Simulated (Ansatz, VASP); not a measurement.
One calculation of Ni, two programs

The input POSCAR:

```
Ni
1.0
   -1.4003306329      1.4003306329      1.4003306329
    1.4003306329     -1.4003306329      1.4003306329
    1.4003306329      1.4003306329     -1.4003306329
Ni
1
Direct
    0.0000000000      0.0000000000      0.0000000000
```

File INCAR.step1:

```
SYSTEM = Ni
PREC = Accurate
ENCUT = 520
EDIFF = 1E-5
ISMEAR = -1
SIGMA = 0.1
LREAL = .FALSE.
LASPH = .TRUE.
NELM = 150
ALGO = Normal
ISIF = 2
LWAVE = .TRUE.
LCHARG = .FALSE.
ISPIN = 2
MAGMOM = 0.592
LORBIT = 11
LMAXMIX = 4
GGA = PE
NBANDS = 15
```

INCAR.step2

```
SYSTEM = Ni
PREC = Accurate
ENCUT = 520
EDIFF = 1E-6
ISMEAR = -1
SIGMA = 0.1
LREAL = .FALSE.
LASPH = .TRUE.
NELM = 150
ALGO = Normal
ISIF = 2
LWAVE = .FALSE.
LCHARG = .FALSE.
ISPIN = 2
MAGMOM = 0.592
LORBIT = 11
LMAXMIX = 4
GGA = PE
LHFCALC = .TRUE.
HFSCREEN = 0.2079
PRECFOCK = Normal
ISTART = 1
NBANDS = 15
```

Contents of KPOINTS:

```
regular mesh
0
G
  8 8 8
  0 0 0
```

Input for Ansatz:

```yaml
crystal:
  lattice:
    - [-1.4003306329, 1.4003306329, 1.4003306329]
    - [1.4003306329, -1.4003306329, 1.4003306329]
    - [1.4003306329, 1.4003306329, -1.4003306329]
  atoms:
    - { symbol: Ni, position: [0.0, 0.0, 0.0], spin: 0.592 }
hamiltonian:
  xc: hse06
  pseudopotentials:
    kind: paw
    azcp:
      Ni: "pseudopotentials/Ni.paw.azcp"
basis:
  ecutwfc: 420
  fft_grid_basis: typed
kpoints:
  mp_grid: { grid: [8, 8, 8], shift: [0, 0, 0] }
magnetization:
  spin_polarized: true
scf:
  occupations: { method: fermi_dirac, width: 0.1 }
output:
  write_density: true
  write_potential: true
  elf: true
  volumetric_format: npy
```

Alike in both runs: task single point; functional HSE06; k mesh 8 × 8 × 8; occupations fermi-dirac, width 0.1 eV; collinear spin.

|  | VASP | Ansatz |
| --- | --- | --- |
| version | VASP 6.6.1 | Ansatz 0.2.0 |
| potentials or method | VASP PAW PBE potentials, release 64 (Ni), cutoff 520 eV | plane waves (420 eV) with PAW, scalar-relativistic |
| valence electrons in the cell | 10 | 18 |

Ansatz gave:

```
net moment per atom (μB)                                      : 0.77
size of the moment on the site where the two differ most (μB) : 0.88
```

What did VASP give for the same quantities?

net moment per atom (μB): 0.76; size of the moment on the site where the two differ most (μB): 0.79.

Site moments also hang on the region over which each program counts them. VASP's potentials hold 10 valence electrons a cell and Ansatz's 18, so a difference there can come from the potentials and not from the codes. Ansatz's warnings: filled band counts differ across k points, stability check not made.

The k mesh is coarse, so the values compare programs but aren't converged.
